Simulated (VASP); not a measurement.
# KBr (Fm-3m) in VASP: further runs

Runs on KBr. Level: PBE+D3(BJ). Tasks: single point.

Everything below comes from runs of VASP 6.6.1. Logs are shortened: lines on timing, memory, paths and dates and some standing lists are left out, and cuts for length are marked.

## (1) The cell of the first run

The structure is cubic, space group Fm-3m (No. 225). Conventional cell: a = 6.644 Å, b = 6.644 Å, c = 6.644 Å, α = 90.00°, β = 90.00°, γ = 90.00°. Within 4.4 Å of Br (site symmetry m-3m) lie 6 K at 3.32 Å. Within 4.4 Å of K (site symmetry m-3m) lie 6 Br at 3.32 Å.

## (2) Single point, PBE+D3(BJ)

Input file INCAR:

```
PREC = Accurate
ENCUT = 520
EDIFF = 1E-6
ISMEAR = -1
SIGMA = 0.05
LREAL = False
LASPH = True
NELM = 60
ALGO = Normal
ISIF = 2
LWAVE = False
LCHARG = False
GGA = PE
IVDW = 12
NBANDS = 15
```

Input file KPOINTS:

```
regular mesh
0
Gamma
  7 7 7
```

Input file POSCAR:

```
KBr
1.0
    0.0000000000      3.3218549415      3.3218549415
    3.3218549415      0.0000000000      3.3218549415
    3.3218549415      3.3218549415      0.0000000000
Br K
1 1
Direct
    0.5000000000      0.5000000000      0.5000000000
    0.0000000000      0.0000000000      0.0000000000
```

Potentials or basis: VASP PAW PBE potentials, release 64 (Br, K_sv).

Run with:

```bash
$ cat potpaw_PBE.64/Br/POTCAR potpaw_PBE.64/K_sv/POTCAR > POTCAR
$ mpirun -np 1 vasp_std > vasp.out
```

OUTCAR:

```text
PREC = Accurate
   ENCUT = 520
   EDIFF = 1E-6
   ISMEAR = -1
   LREAL = False
   LASPH = True
   NELM = 60
   ISIF = 2
   GGA = PE
   IVDW = 12
 IVDW          = 12

 ion  position               nearest neighbor table
   1  0.500  0.500  0.500-
   2  0.000  0.000  0.000-

  LATTYP: Found a face centered cubic cell.
 ALAT       =     6.6437098830

  Lattice vectors:

 A1 = (   0.0000000000,   3.3218549415,   3.3218549415)
 A2 = (   3.3218549415,   0.0000000000,   3.3218549415)
 A3 = (   3.3218549415,   3.3218549415,   0.0000000000)

Analysis of symmetry for initial positions (statically):
=====================================================================
 Subroutine PRICEL returns:
 Original cell was already a primitive cell.

 Routine SETGRP: Setting up the symmetry group for a
 face centered cubic supercell.

 Subroutine GETGRP returns: Found 48 space group operations
 (whereof 48 operations were pure point group operations)
 out of a pool of 48 trial point group operations.

The static configuration has the point symmetry O_h .

Analysis of symmetry for dynamics (positions and initial velocities):
=====================================================================
 Subroutine PRICEL returns:
 Original cell was already a primitive cell.

 Routine SETGRP: Setting up the symmetry group for a
 face centered cubic supercell.

 Subroutine GETGRP returns: Found 48 space group operations
 (whereof 48 operations were pure point group operations)
 out of a pool of 48 trial point group operations.

The dynamic configuration has the point symmetry O_h .

 Subroutine INISYM returns: Found 48 space group operations
 (whereof 48 operations are pure point group operations),
 and found     1 'primitive' translations

----------------------------------------------------------------------------------------

                                     Primitive cell

  volume of cell :      73.3115

  direct lattice vectors                    reciprocal lattice vectors
     0.000000000  3.321854941  3.321854941    -0.150518312  0.150518312  0.150518312
     3.321854941  0.000000000  3.321854941     0.150518312 -0.150518312  0.150518312
     3.321854941  3.321854941  0.000000000     0.150518312  0.150518312 -0.150518312

  length of vectors
     4.697812311  4.697812311  4.697812311     0.260705365  0.260705365  0.260705365

  position of ions in fractional coordinates (direct lattice)
     0.500000000  0.500000000  0.500000000
     0.000000000  0.000000000  0.000000000

  ion indices of the primitive-cell ions
   primitive index   ion index
                 1           1
                 2           2

----------------------------------------------------------------------------------------

 KPOINTS: regular mesh

Automatic generation of k-mesh.
 Grid dimensions read from file:
 generate k-points for:    7    7    7

 Generating k-lattice:

  Cartesian coordinates                     Fractional coordinates (reciprocal lattice)
    -0.021502616  0.021502616  0.021502616     0.142857143  0.000000000  0.000000000
     0.021502616 -0.021502616  0.021502616     0.000000000  0.142857143  0.000000000
     0.021502616  0.021502616 -0.021502616     0.000000000  0.000000000  0.142857143

  Length of vectors
     0.037243624  0.037243624  0.037243624

  Shift w.r.t. Gamma in fractional coordinates (k-lattice)
     0.000000000  0.000000000  0.000000000

 Subroutine IBZKPT returns following result:
 ===========================================

 Found     20 irreducible k-points:

 Following reciprocal coordinates:
            Coordinates               Weight
  0.000000  0.000000  0.000000      1.000000
  0.142857  0.000000  0.000000      8.000000
  0.285714  0.000000  0.000000      8.000000
  0.428571  0.000000  0.000000      8.000000
  0.142857  0.142857  0.000000      6.000000
  0.285714  0.142857  0.000000     24.000000
[... 12 lines left out ...]
 -0.428571  0.428571  0.142857     24.000000
 -0.285714  0.428571  0.142857     24.000000
   k-points           NKPTS =     20   k-points in BZ     NKDIM =     20   number of bands    NBANDS=     15
   number of dos      NEDOS =    301   number of ions     NIONS =      2
   total plane-waves  NPLWV =  46656
   dimension x,y,z NGX =    36 NGY =   36 NGZ =   36
   dimension x,y,z NGXF=    72 NGYF=   72 NGZF=   72
   ions per type =               1   1
   NGX,Y,Z   is equivalent  to a cutoff of  12.74, 12.74, 12.74 a.u.
   NGXF,Y,Z  is equivalent  to a cutoff of  25.48, 25.48, 25.48 a.u.
 SYSTEM =  unknown system
   PREC   = accura    normal or accurate (medium, high low for compatibility)
   ISTART =      0    job   : 0-new  1-cont  2-samecut
   ICHARG =      2    charge: 1-file 2-atom 10-const
   ISPIN  =      1    spin polarized calculation?
   LNONCOLLINEAR =      F non collinear calculations
   LSORBIT =      F    spin-orbit coupling
   LASPH  =      T    aspherical Exc in radial PAW
   ENCUT  =  520.0 eV  38.22 Ry    6.18 a.u.   8.73  8.73  8.73*2*pi/ulx,y,z
   NELM   =     60;   NELMIN=  2; NELMDL= -5     # of ELM steps
   EDIFF  = 0.1E-05   stopping-criterion for ELM
   LREAL  =      F    real-space projection
   EDIFFG = 0.1E-04   stopping-criterion for IOM
   NSW    =      0    number of steps for IOM
   IBRION =     -1    ionic relax: 0-MD 1-quasi-New 2-CG
   NFREE  =      0    steps in history (QN), initial steepest desc. (CG)
   ISIF   =      2    stress and relaxation
   ISYM   =      2    0-nonsym 1-usesym 2-fastsym
   POTIM  = 0.5000    time-step for ionic-motion
   TEBEG  =    0.0;   TEEND  =   0.0 temperature during run
   PSTRESS=    0.0 pullay stress
   NELECT =      16.0000    total number of electrons
   NUPDOWN=      -1.0000    fix difference up-down
   EMIN   =  10.00;   EMAX   =-10.00  energy-range for DOS
   EFERMI =   0.00;   METHOD = LEGACY
   ISMEAR =    -1;   SIGMA  =   0.05  broadening in eV -4-tet -1-fermi 0-gaus
   EFERMI_NEDOS =   21; number of points for ismear=-14 and -15
   IALGO  =     38    algorithm
   IMIX   =      4    mixing-type and parameters
     AMIX     =   0.40;   BMIX     =  1.00
     AMIX_MAG =   1.60;   BMIX_MAG =  1.00
  volume/ion in A,a.u.               =      36.66       247.37
  Fermi-wavevector in a.u.,A,eV,Ry     =   0.985653  1.862615 13.218228  0.971512
  Thomas-Fermi vector in A             =   2.116976
   LORBIT       =      0    0 simple, 1 ext, 2 COOP (PROOUT), +10 PAW based schemes
   GGA     = PE    functional components
   LHFCALC =     F    Hartree Fock is set to
   AEXX    =    0.0000 exact exchange contribution
   IVDW    =    12    specifies the selected vdW correction
   LEPSILON=     F    determine dielectric tensor
   LRPA    =     F    only Hartree local field effects (RPA)
 non-spin polarized calculation
  energy-cutoff  :      520.00
  volume of cell :       73.31
 maximum number of plane-waves:      1992
   NGX = 17   NGY = 17   NGZ = 17

 number of electron      15.9999997 magnetization

 Free energy of the ion-electron system (eV)
  ---------------------------------------------------
  ext. energy  EPLUGINS =         0.00000000
  ---------------------------------------------------
  free energy    TOTEN  =        -6.22052421 eV

  energy without entropy =       -6.22052421  energy(sigma->0) =       -6.22052421

 E-fermi :  -0.6522     XC(G=0):  -7.2918

 val. band max:       -1.8180228698   @ k =   0.0000   0.0000   0.0000
 cond. band min:       2.5633397542   @ k =   0.0000   0.0000   0.0000
 fundamental gap:      4.3813626240
 Fermi energy:        -0.6522034349

 k-point     1 :       0.0000    0.0000    0.0000
  band No.  band energies     occupation
      1     -29.6419      2.00000
      2     -14.0865      2.00000
      3     -13.1177      2.00000
      4     -13.1177      2.00000
      5     -13.1177      2.00000
      6      -1.8180      2.00000
      7      -1.8180      2.00000
      8      -1.8180      2.00000
      9       2.5633      0.00000
     10       5.7812      0.00000
     11       5.7812      0.00000
     12       5.7812      0.00000
     13       6.5921      0.00000
     14       6.5921      0.00000
     15       9.7323      0.00000

 k-point     2 :       0.1429    0.0000    0.0000
  band No.  band energies     occupation
      1     -29.6410      2.00000
      2     -14.1248      2.00000
      3     -13.1187      2.00000
      4     -13.1187      2.00000
      5     -13.0670      2.00000
      6      -2.0904      2.00000
      7      -1.8817      2.00000
      8      -1.8817      2.00000
      9       3.0533      0.00000
     10       5.6585      0.00000
     11       6.0170      0.00000
     12       6.0170      0.00000
     13       6.8484      0.00000
     14       6.8484      0.00000
     15      10.4178      0.00000

 k-point     3 :       0.2857    0.0000    0.0000
  band No.  band energies     occupation
      1     -29.6389      2.00000
      2     -14.2000      2.00000
      3     -13.1209      2.00000
      4     -13.1209      2.00000
      5     -12.9637      2.00000
      6      -2.5857      2.00000
      7      -2.0176      2.00000
      8      -2.0176      2.00000
      9       4.0428      0.00000
     10       5.7107      0.00000
     11       6.6641      0.00000
     12       6.6641      0.00000
     13       7.5379      0.00000
     14       7.5379      0.00000
     15       9.9593      0.00000

 k-point     4 :       0.4286    0.0000    0.0000
  band No.  band energies     occupation
      1     -29.6372      2.00000
      2     -14.2524      2.00000
      3     -13.1227      2.00000
      4     -13.1227      2.00000
      5     -12.8883      2.00000
      6      -2.9136      2.00000
      7      -2.1204      2.00000
      8      -2.1204      2.00000
      9       4.6576      0.00000
     10       6.2212      0.00000
     11       7.5717      0.00000
     12       7.5717      0.00000
     13       8.2119      0.00000
     14       8.2119      0.00000
     15       9.0794      0.00000
[... 235 lines left out ...]
 k-point    18 :      -0.4286    0.2857    0.1429
  band No.  band energies     occupation
      1     -29.6362      2.00000
      2     -14.1621      2.00000
      3     -13.1548      2.00000
      4     -13.1388      2.00000
      5     -12.9760      2.00000
      6      -2.6923      2.00000
      7      -2.2672      2.00000
      8      -2.1649      2.00000
      9       5.1683      0.00000
     10       5.7018      0.00000
     11       6.8169      0.00000
     12       7.5792      0.00000
     13       8.1229      0.00000
     14       8.4563      0.00000
     15       9.1538      0.00000

 k-point    19 :      -0.4286    0.4286    0.1429
  band No.  band energies     occupation
      1     -29.6357      2.00000
      2     -14.0760      2.00000
      3     -13.1736      2.00000
      4     -13.1583      2.00000
      5     -13.0599      2.00000
      6      -2.5742      2.00000
      7      -2.2126      2.00000
      8      -2.2046      2.00000
      9       4.6471      0.00000
     10       5.6944      0.00000
     11       6.7326      0.00000
     12       7.6810      0.00000
     13       7.9148      0.00000
     14       8.7252      0.00000
     15       9.1946      0.00000

 k-point    20 :      -0.2857    0.4286    0.1429
  band No.  band energies     occupation
      1     -29.6355      2.00000
      2     -14.1023      2.00000
      3     -13.1790      2.00000
      4     -13.1572      2.00000
      5     -13.0195      2.00000
      6      -2.4704      2.00000
      7      -2.4265      2.00000
      8      -2.2215      2.00000
      9       5.2181      0.00000
     10       5.9320      0.00000
     11       6.4311      0.00000
     12       7.1519      0.00000
     13       8.5799      0.00000
     14       8.6040      0.00000
     15       9.3517      0.00000

------------------------ aborting loop because EDIFF is reached ----------------------------------------

 Edisp (eV)   -0.40501

 E8    (eV) :    -0.1896

  FORCE on cell =-STRESS in cart. coord.  units (eV):
  Direction    XX          YY          ZZ          XY          YZ          ZX
  --------------------------------------------------------------------------------------
  -------------------------------------------------------------------------------------
  Total      -0.22368    -0.22368    -0.22368    -0.00000     0.00000     0.00000
  in kB      -4.88846    -4.88846    -4.88846    -0.00000     0.00000     0.00000
  external pressure =       -4.89 kB  Pullay stress =        0.00 kB

 VOLUME and BASIS-vectors are now :
 -----------------------------------------------------------------------------
  energy-cutoff  :      520.00
  volume of cell :       73.31
      direct lattice vectors                 reciprocal lattice vectors
     0.000000000  3.321854941  3.321854941    -0.150518312  0.150518312  0.150518312
     3.321854941  0.000000000  3.321854941     0.150518312 -0.150518312  0.150518312
     3.321854941  3.321854941  0.000000000     0.150518312  0.150518312 -0.150518312

 POSITION                                       TOTAL-FORCE (eV/Angst)
 -----------------------------------------------------------------------------------
      3.32185      3.32185      3.32185        -0.000000     -0.000000     -0.000000
      0.00000      0.00000      0.00000         0.000000      0.000000      0.000000
 -----------------------------------------------------------------------------------
    total drift:                                0.000000      0.000000      0.000000

  FREE ENERGIE OF THE ION-ELECTRON SYSTEM (eV)
  ---------------------------------------------------
  free  energy   TOTEN  =        -6.6255318601 eV

  energy  without entropy=       -6.6255318601  energy(sigma->0) =       -6.62553186
```

It took 12 s on 1 thread of Intel Xeon Platinum 8488C (Sapphire Rapids), shared host; peak memory 0.22 GiB.

What came out:

```yaml
Free_energy: -6.6255 eV
Pressure: -0.5 GPa
Band_gap_on_the_k_mesh: 4.38 eV, direct
Dispersion_energy_per_atom: -0.203 eV
```

Levels at points of the mesh, in eV from the valence-band top:
```
           k point  band 4  band 5  band 6  band 7  band 8  band 9  band 10  band 11  band 12  band 13
(0.00, 0.00, 0.00)  -11.30  -11.30    0.00    0.00    0.00    4.38     7.60     7.60     7.60     8.41
```

A k mesh can miss the band edges.

## (3) Single point, PBE+D3(BJ)

This run uses another cell than the first one, of 37.37 Å³/atom, 1.020 times its volume.

Input file INCAR:

```
SYSTEM = KBr
PREC = Accurate
ENCUT = 520
EDIFF = 1E-6
ISMEAR = -1
SIGMA = 0.05
LREAL = .FALSE.
LASPH = .TRUE.
NELM = 100
ALGO = Normal
ISIF = 2
LWAVE = .FALSE.
LCHARG = .TRUE.
GGA = PE
IVDW = 12
LELF = .TRUE.
LVHAR = .TRUE.
NBANDS = 15
```

Input file KPOINTS:

```
regular mesh
0
G
  7 7 7
  0 0 0
```

Input file POSCAR:

```
KBr
1.0
    0.0000000000      3.3434260326      3.3434260326
    3.3434260326      0.0000000000      3.3434260326
    3.3434260326      3.3434260326      0.0000000000
Br K
1 1
Direct
    0.5000000000      0.5000000000      0.5000000000
    0.0000000000      0.0000000000      0.0000000000
```

Potentials or basis: VASP PAW PBE potentials, release 64 (Br, K_sv).

Run with:

```bash
$ cat potpaw_PBE.64/Br/POTCAR potpaw_PBE.64/K_sv/POTCAR > POTCAR
$ mpirun -np 1 vasp_std > vasp.out
```

Wall time 13 s (1 thread of Intel Xeon Platinum 8488C (Sapphire Rapids), shared host); peak memory 0.21 GiB.

The run converged. Its results:

```yaml
Free_energy: -6.6201 eV
Pressure: -0.7 GPa
Band_gap_on_the_k_mesh: 4.33 eV, direct
Dispersion_energy_per_atom: -0.198 eV
```

Levels at points of the mesh, in eV from the valence-band top:
```csv
k point,band 4,band 5,band 6,band 7,band 8,band 9,band 10,band 11,band 12,band 13
"(0.00, 0.00, 0.00)",-11.34,-11.34,0.00,0.00,0.00,4.33,7.59,7.59,7.59,8.39
```

A k mesh can miss the band edges.
